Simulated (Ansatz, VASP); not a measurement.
Si4Sn in VASP and in Ansatz

INCAR

```
SYSTEM = Si4Sn
PREC = Accurate
ENCUT = 600
EDIFF = 1E-6
ISMEAR = 0
SIGMA = 0.1
LREAL = .FALSE.
LASPH = .TRUE.
NELM = 80
ALGO = Normal
ISIF = 3
LWAVE = .FALSE.
LCHARG = .FALSE.
GGA = PE
IBRION = 2
NSW = 100
EDIFFG = -0.01
```

Contents of KPOINTS:

```
Automatic mesh
0
G
  12 12 6
  0 0 0
```

Contents of POSCAR:

```
Si4Sn
1.0
    4.0227311449      0.0000000000      0.0000000000
   -2.0113655725      3.4837873641      0.0000000000
    0.0000000000      0.0000000000      8.3041899135
Si Sn
4 1
Direct
    0.0000000000      0.0000000000      0.3389707954
    0.0000000000      0.0000000000      0.6610292046
    0.3333333333      0.6666666667      0.5000000000
    0.6666666667      0.3333333333      0.5000000000
    0.0000000000      0.0000000000      0.0000000000
```

Input for Ansatz:

```yaml
crystal:
  lattice:
    - [4.0227311449, 0.0, 0.0]
    - [-2.0113655725, 3.4837873641, 0.0]
    - [0.0, 0.0, 8.3041899135]
  atoms:
    - { symbol: Si, position: [0.0, 0.0, 0.3389707954] }
    - { symbol: Si, position: [0.0, 0.0, 0.6610292046] }
    - { symbol: Si, position: [0.3333333333, 0.6666666667, 0.5] }
    - { symbol: Si, position: [0.6666666667, 0.3333333333, 0.5] }
    - { symbol: Sn, position: [0.0, 0.0, 0.0] }
basis:
  ecutwfc: 420
kpoints:
  mp_grid: { grid: [12, 12, 6] }
hamiltonian:
  xc: pbe
scf:
  occupations: { method: gaussian, width: 0.1 }
output:
  forces: true
  stress: true
  eigenvalues: true
  write_density: true
  write_potential: true
  elf: true
  volumetric_format: npy
relax:
  adjacent_minimum: "off"
  f_tol: 0.01
  max_steps: 80
  cell: { stress_tol: 0.05 }
```

Alike in both runs: task relaxation of cell and atoms; functional PBE; k mesh 12 × 12 × 6; occupations gaussian, width 0.1 eV; no spin polarisation.

|  | VASP | Ansatz |
| --- | --- | --- |
| version | VASP 6.6.1 | Ansatz 0.2.0 |
| potentials or method | VASP PAW PBE potentials, release 64 (Si, Sn_d), cutoff 600 eV | scalar-relativistic, plane waves, PAW |
| valence electrons in the cell | 30 | 30 |

VASP gave:

- gap on the k mesh at the Fermi level, each at its own relaxed structure (eV): none
- relaxed volume (Å³/atom): 23.15
- relaxed cell length with the largest relative difference (Å): 4.039

Q: Estimate Ansatz's values.

A: gap on the k mesh at the Fermi level, each at its own relaxed structure (eV): none; relaxed volume (Å³/atom): 23.17; relaxed cell length with the largest relative difference (Å): 4.042.

A gap of «none» marks a metal or a gap that the smearing closes.
